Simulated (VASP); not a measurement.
# PbS (Cmcm) in VASP: notebook

Aim: see how the results for PbS move with the level of theory and the settings. Levels: PBE, RPBE+D3(BJ), BLYP+D4. Tasks: single point.

All numbers are computed with VASP 6.6.1; they aren't measurements. Logs are shortened: lines on timing, memory, paths and dates and some standing lists are left out, and cuts for length are marked.

### Step 1. The cell of the first run

The structure is orthorhombic, space group Cmcm (No. 63). The conventional cell has a = 4.160 Å, b = 11.983 Å, c = 4.279 Å, α = 90.00°, β = 90.00°, γ = 90.00°. Pb (site symmetry m2m) has 5 S at 2.69 to 2.99 Å within 3.5 Å. S (site symmetry m2m) has 5 Pb at 2.69 to 2.99 Å within 3.5 Å.

### Step 2. Single point, PBE, non-collinear spin, zero start, spin-orbit coupling

Input file INCAR:

```
SYSTEM = PbS
GGA = PE ; LSORBIT = .True.
MAGMOM = 0 0 0 0 0 0 0 0 0 0 0 0 ; LORBIT = 11
ISMEAR = 0 ; SIGMA = 0.03
LWAVE = .False. ; LCHARG = .False.
ISIF = 2 ; PREC = Accurate
LASPH = .True. ; LREAL = .False.
ALGO = Normal ; EDIFF = 1E-6
NELM = 200 ; GGA_COMPAT = .False.
ENCUT = 400 ; EFERMI = MIDGAP
```

Input file KPOINTS:

```
k-points
0
Gamma
  6 6 6
```

Input file POSCAR:

```
PbS
1.0
    2.0799526950     -5.9912968650      0.0000000000
    2.0799526950      5.9912968650      0.0000000000
    0.0000000000      0.0000000000      4.2793209400
Pb S
2 2
Direct
    0.1305633500      0.8694366500      0.2500000000
    0.8694366500      0.1305633500      0.7500000000
    0.3547970900      0.6452029100      0.2500000000
    0.6452029100      0.3547970900      0.7500000000
```

Potentials or basis: VASP PAW PBE potentials, release 64 (Pb_d, S).

The run is started by

```sh
cat potpaw_PBE.64/Pb_d/POTCAR potpaw_PBE.64/S/POTCAR > POTCAR
mpirun -np 1 vasp_ncl > vasp.out
```

OUTCAR:

```text
SYSTEM = PbS
   GGA = PE
   LSORBIT = .True.
   LORBIT = 11
   ISMEAR = 0
   ISIF = 2
   PREC = Accurate
   LASPH = .True.
   LREAL = .False.
   EDIFF = 1E-6
   NELM = 200
   ENCUT = 400
   EFERMI = MIDGAP

 Found     52 irreducible k-points:

 Following reciprocal coordinates:
            Coordinates               Weight
  0.000000  0.000000  0.000000      1.000000
  0.166667 -0.000000  0.000000      4.000000
  0.333333 -0.000000  0.000000      4.000000
  0.500000 -0.000000  0.000000      2.000000
  0.166667  0.166667  0.000000      2.000000
  0.333333  0.166667  0.000000      4.000000
   k-points           NKPTS =     52   k-points in BZ     NKDIM =     52   number of bands    NBANDS=     48
   number of dos      NEDOS =    301   number of ions     NIONS =      4
   total plane-waves  NPLWV =  49392
   dimension x,y,z NGX =    42 NGY =   42 NGZ =   28
   dimension x,y,z NGXF=    84 NGYF=   84 NGZF=   56
   ions per type =               2   2
   NGX,Y,Z   is equivalent  to a cutoff of  11.01, 11.01, 10.88 a.u.
   NGXF,Y,Z  is equivalent  to a cutoff of  22.02, 22.02, 21.76 a.u.
 SYSTEM =  PbS
   PREC   = accura    normal or accurate (medium, high low for compatibility)
   ISTART =      0    job   : 0-new  1-cont  2-samecut
   ICHARG =      2    charge: 1-file 2-atom 10-const
   ISPIN  =      1    spin polarized calculation?
   LNONCOLLINEAR =      T non collinear calculations
   LSORBIT =      T    spin-orbit coupling
   LASPH  =      T    aspherical Exc in radial PAW
   ENCUT  =  400.0 eV  29.40 Ry    5.42 a.u.  10.34 10.34  6.98*2*pi/ulx,y,z
   NELM   =    200;   NELMIN=  2; NELMDL= -5     # of ELM steps
   EDIFF  = 0.1E-05   stopping-criterion for ELM
   LREAL  =      F    real-space projection
   EDIFFG = 0.1E-04   stopping-criterion for IOM
   NSW    =      0    number of steps for IOM
   IBRION =     -1    ionic relax: 0-MD 1-quasi-New 2-CG
   NFREE  =      0    steps in history (QN), initial steepest desc. (CG)
   ISIF   =      2    stress and relaxation
   ISYM   =      2    0-nonsym 1-usesym 2-fastsym
   POTIM  = 0.5000    time-step for ionic-motion
   TEBEG  =    0.0;   TEEND  =   0.0 temperature during run

   SCALEE = 1.0000    scale energy and forces
   PSTRESS=    0.0 pullay stress
   NELECT =      40.0000    total number of electrons
   NUPDOWN=      -1.0000    fix difference up-down
   EMIN   =  10.00;   EMAX   =-10.00  energy-range for DOS
   EFERMI =   0.00;   METHOD = MIDGAP
   ISMEAR =     0;   SIGMA  =   0.03  broadening in eV -4-tet -1-fermi 0-gaus
   EFERMI_NEDOS =   21; number of points for ismear=-14 and -15
   IALGO  =     38    algorithm
   IMIX   =      4    mixing-type and parameters
     AMIX     =   0.40;   BMIX     =  1.00
     AMIX_MAG =   1.60;   BMIX_MAG =  1.00
  volume/ion in A,a.u.               =      26.66       179.94
  Fermi-wavevector in a.u.,A,eV,Ry     =   1.180597  2.231005 18.963935  1.393810
  Thomas-Fermi vector in A             =   2.316887
   LORBIT       =     11    0 simple, 1 ext, 2 COOP (PROOUT), +10 PAW based schemes
   GGA     = PE    functional components
   LHFCALC =     F    Hartree Fock is set to
   AEXX    =    0.0000 exact exchange contribution
   IVDW    =     0    specifies the selected vdW correction
   LEPSILON=     F    determine dielectric tensor
   LRPA    =     F    only Hartree local field effects (RPA)

   CSHIFT  =0.1000    complex shift for real part using Kramers Kronig

   OMEGAMAX=  -1.0    maximum frequency
 Gauss-broadening in eV      SIGMA  =   0.03
  energy-cutoff  :      400.00
  volume of cell :      106.65
 maximum number of plane-waves:      3936
 NGX is ok and might be reduce to    42
   NGX = 21   NGY = 21   NGZ = 13

 number of electron      40.0000016 magnetization       0.0000000      0.0000000      0.0000000

 number of electron      40.0000016 magnetization      -0.0000000     -0.0000000     -0.0000000

 number of electron      40.0000016 magnetization       0.0000000     -0.0000000      0.0000000

 number of electron      40.0000016 magnetization       0.0000000     -0.0000000     -0.0000000

 Free energy of the ion-electron system (eV)
  ---------------------------------------------------
  ext. energy  EPLUGINS =         0.00000000
  ---------------------------------------------------
  free energy    TOTEN  =       -18.15991709 eV

  energy without entropy =      -18.15991709  energy(sigma->0) =      -18.15991709

 E-fermi :   5.3828     XC(G=0):  -9.5757

 val. band max:        4.8536104451   @ k =   0.5000   0.5000   0.3333
 cond. band min:       5.9118951056   @ k =   0.5000   0.5000   0.3333
 fundamental gap:      1.0582846605
 Fermi energy:         5.3827527753

 k-point     1 :       0.0000    0.0000    0.0000
  band No.  band energies     occupation
      1     -12.8029      1.00000
      2     -12.8029      1.00000
      3     -12.7998      1.00000
      4     -12.7998      1.00000
      5     -12.7980      1.00000
      6     -12.7980      1.00000
[... 295 lines left out ...]
     47       7.7709      0.00000
     48       7.7710      0.00000

 [... further k-points ...]

------------------------ aborting loop because EDIFF is reached ----------------------------------------

  FORCE on cell =-STRESS in cart. coord.  units (eV):
  Direction    XX          YY          ZZ          XY          YZ          ZX
  --------------------------------------------------------------------------------------
  -------------------------------------------------------------------------------------
  Total        0.6008403      0.6128706      0.5097290      0.0000000      0.0000000      0.0000000
  in kB        9.0258988      9.2066195      7.6572141      0.0000000      0.0000000      0.0000000
  external PRESSURE =       8.6299108 kB  Pullay stress =       0.0000000 kB

 VOLUME and BASIS-vectors are now :
 -----------------------------------------------------------------------------
  energy-cutoff  :      400.00
  volume of cell :      106.65
      direct lattice vectors                 reciprocal lattice vectors
     2.079952695 -5.991296865  0.000000000     0.240390083 -0.083454386  0.000000000
     2.079952695  5.991296865  0.000000000     0.240390083  0.083454386  0.000000000
     0.000000000  0.000000000  4.279320940     0.000000000  0.000000000  0.233681936

 POSITION                                       TOTAL-FORCE (eV/Angst)
 -----------------------------------------------------------------------------------
      2.07995      4.42681      1.06983         0.000000      0.029122     -0.000000
      2.07995     -4.42681      3.20949         0.000000     -0.029122      0.000000
      2.07995      1.73991      1.06983         0.000000     -0.055181     -0.000000
      2.07995     -1.73991      3.20949         0.000000      0.055181     -0.000000
 -----------------------------------------------------------------------------------
    total drift:                                0.000000      0.000000      0.000000

  FREE ENERGIE OF THE ION-ELECTRON SYSTEM (eV)
  ---------------------------------------------------
  free  energy   TOTEN  =       -18.1599170875 eV

  energy  without entropy=      -18.1599170875  energy(sigma->0) =      -18.15991709

 Spin-Orbit-Coupling matrix elements

 Ion:    1  E_soc:     -0.8136938
 l=   1
     0.0000000    -0.0717836    -0.0716040
    -0.0717836     0.0000000    -0.0633421
    -0.0716040    -0.0633421     0.0000000
 l=   2
     0.0000000    -0.0134310     0.0000000    -0.0132834    -0.0534533
    -0.0134310     0.0000000    -0.0401632    -0.0132962    -0.0133105
     0.0000000    -0.0401632     0.0000000    -0.0398754     0.0000000
    -0.0132834    -0.0132962    -0.0398754     0.0000000    -0.0133042
    -0.0534533    -0.0133105     0.0000000    -0.0133042     0.0000000
 l=   3
     0.0000000     0.0000000     0.0000000     0.0000000     0.0000000     0.0000000     0.0000000
     0.0000000     0.0000000     0.0000000     0.0000000     0.0000000     0.0000000     0.0000000
     0.0000000     0.0000000     0.0000000     0.0000000     0.0000000     0.0000000     0.0000000
     0.0000000     0.0000000     0.0000000     0.0000000     0.0000000     0.0000000     0.0000000
     0.0000000     0.0000000     0.0000000     0.0000000     0.0000000     0.0000000     0.0000000
     0.0000000     0.0000000     0.0000000     0.0000000     0.0000000     0.0000000     0.0000000
     0.0000000     0.0000000     0.0000000     0.0000000     0.0000000     0.0000000     0.0000000

 Ion:    2  E_soc:     -0.8136938
 l=   1
     0.0000000    -0.0717836    -0.0716040
    -0.0717836     0.0000000    -0.0633421
    -0.0716040    -0.0633421     0.0000000
 l=   2
     0.0000000    -0.0134310     0.0000000    -0.0132834    -0.0534533
    -0.0134310     0.0000000    -0.0401632    -0.0132962    -0.0133105
     0.0000000    -0.0401632     0.0000000    -0.0398754     0.0000000
    -0.0132834    -0.0132962    -0.0398754     0.0000000    -0.0133042
    -0.0534533    -0.0133105     0.0000000    -0.0133042     0.0000000
 l=   3
     0.0000000     0.0000000     0.0000000     0.0000000     0.0000000     0.0000000     0.0000000
     0.0000000     0.0000000     0.0000000     0.0000000     0.0000000     0.0000000     0.0000000
     0.0000000     0.0000000     0.0000000     0.0000000     0.0000000     0.0000000     0.0000000
     0.0000000     0.0000000     0.0000000     0.0000000     0.0000000     0.0000000     0.0000000
     0.0000000     0.0000000     0.0000000     0.0000000     0.0000000     0.0000000     0.0000000
     0.0000000     0.0000000     0.0000000     0.0000000     0.0000000     0.0000000     0.0000000
     0.0000000     0.0000000     0.0000000     0.0000000     0.0000000     0.0000000     0.0000000
[... 21 lines left out ...]
 Ion:    4  E_soc:     -0.0033161
 l=   1
     0.0000000    -0.0005181    -0.0005440
    -0.0005181     0.0000000    -0.0005960
    -0.0005440    -0.0005960     0.0000000
 l=   2
     0.0000000     0.0000000     0.0000000     0.0000000     0.0000000
     0.0000000     0.0000000     0.0000000     0.0000000     0.0000000
     0.0000000     0.0000000     0.0000000     0.0000000     0.0000000
     0.0000000     0.0000000     0.0000000     0.0000000     0.0000000
     0.0000000     0.0000000     0.0000000     0.0000000     0.0000000
 l=   3
     0.0000000     0.0000000     0.0000000     0.0000000     0.0000000     0.0000000     0.0000000
     0.0000000     0.0000000     0.0000000     0.0000000     0.0000000     0.0000000     0.0000000
     0.0000000     0.0000000     0.0000000     0.0000000     0.0000000     0.0000000     0.0000000
     0.0000000     0.0000000     0.0000000     0.0000000     0.0000000     0.0000000     0.0000000
     0.0000000     0.0000000     0.0000000     0.0000000     0.0000000     0.0000000     0.0000000
     0.0000000     0.0000000     0.0000000     0.0000000     0.0000000     0.0000000     0.0000000
     0.0000000     0.0000000     0.0000000     0.0000000     0.0000000     0.0000000     0.0000000

 total charge

# of ion       s       p       d       tot
------------------------------------------
    1        1.451   0.564   9.845  11.860
    2        1.451   0.564   9.845  11.860
    3        1.353   2.332   0.000   3.684
    4        1.353   2.332   0.000   3.684
--------------------------------------------------
tot          5.606   5.792  19.691  31.089

 magnetization (x)

# of ion       s       p       d       tot
------------------------------------------
    1        0.000   0.000   0.000   0.000
    2        0.000   0.000   0.000   0.000
    3        0.000   0.000   0.000   0.000
    4        0.000   0.000   0.000   0.000
--------------------------------------------------
tot          0.000   0.000   0.000   0.000

 magnetization (y)

# of ion       s       p       d       tot
------------------------------------------
    1        0.000   0.000   0.000   0.000
    2        0.000   0.000   0.000   0.000
    3        0.000   0.000   0.000   0.000
    4        0.000   0.000   0.000   0.000
--------------------------------------------------
tot          0.000   0.000   0.000   0.000

 magnetization (z)

# of ion       s       p       d       tot
------------------------------------------
    1        0.000   0.000   0.000   0.000
    2        0.000   0.000   0.000   0.000
    3        0.000   0.000   0.000   0.000
    4        0.000   0.000   0.000   0.000
--------------------------------------------------
tot          0.000   0.000   0.000   0.000
```

It took 9.5 min on 1 thread of AMD EPYC 7R43 (Zen 3), shared host; peak memory 0.5 GiB.

What came out:

```
Free energy                                           : -18.1599 eV
Pressure                                              : 0.9 GPa
Largest force                                         : 0.055 eV/Å
Net moment                                            : 0.00 μB per cell
Valence electrons inside the program's atomic spheres : Pb 11.86; S 3.68
```

Forces on the atoms (eV/Å):
```
Pb   0.000  0.029  0.000
Pb   0.000 -0.029  0.000
S    0.000 -0.055  0.000
S    0.000  0.055  0.000
```

Stress tensor (GPa, compression positive):
```
0.90 0.00 0.00
0.00 0.92 0.00
0.00 0.00 0.77
```

Moments on the atoms (μB; x, y, z):
```
Pb  0.00 0.00 0.00
Pb  0.00 0.00 0.00
S   0.00 0.00 0.00
S   0.00 0.00 0.00
```

### Step 3. Single point, RPBE+D3(BJ)

Input file INCAR:

```
PREC = Accurate ; ENCUT = 520
EDIFF = 1E-6 ; ISMEAR = -1
SIGMA = 0.05 ; LREAL = F
LASPH = T ; NELM = 60
ALGO = Normal ; ISIF = 2
LWAVE = F ; LCHARG = T
GGA = RP ; IVDW = 12
LELF = T ; LVHAR = T
NBANDS = 28
```

Input file KPOINTS:

```
regular mesh
0
Gamma
  7 7 6
```

POSCAR is that of step 2.

Potentials or basis: VASP PAW PBE potentials, release 64 (Pb_d, S).

The run is started by

```sh
cat potpaw_PBE.64/Pb_d/POTCAR potpaw_PBE.64/S/POTCAR > POTCAR
mpirun -np 1 vasp_std > vasp.out
```

Wall time 1.7 min (1 thread of Intel Xeon 6975P-C (Granite Rapids), shared host); peak memory 0.35 GiB.

Results (log left out):

```yaml
Free_energy: -22.1537 eV
Pressure: -11.1 GPa
Largest_force: 0.132 eV/Å
Band_gap_on_the_k_mesh: 1.34 eV (least direct gap 1.52 eV)
Dispersion_energy_per_atom: -1.535 eV
```

Forces in eV/Å, atoms in the order of the input:
```
Pb   0.000 -0.132  0.000
Pb   0.000  0.132  0.000
S    0.000  0.006  0.000
S    0.000 -0.006  0.000
```

Stress tensor (GPa, compression positive):
```
-11.46   0.00   0.00
  0.00  -9.89   0.00
  0.00   0.00 -11.82
```

Levels at points of the mesh, in eV from the valence-band top:
| k point | band 17 | band 18 | band 19 | band 20 | band 21 | band 22 | band 23 | band 24 |
| --- | --- | --- | --- | --- | --- | --- | --- | --- |
| (0.00, 0.00, 0.00) | -2.30 | -1.57 | -1.41 | -0.43 | 4.80 | 4.88 | 5.02 | 5.71 |
| (0.00, 0.00, 0.50) | -1.05 | -1.05 | -0.04 | -0.04 | 1.97 | 1.97 | 2.92 | 2.92 |

Caveat: the cell stands under tension; the PAW data sets were made with another functional, which shifts forces and pressure a little; spin-orbit coupling is left out, which moves the levels of the heavy elements; an odd mesh through Γ misses points on the zone boundary, where band edges can lie.

(Part 1 of 2 ends here.)
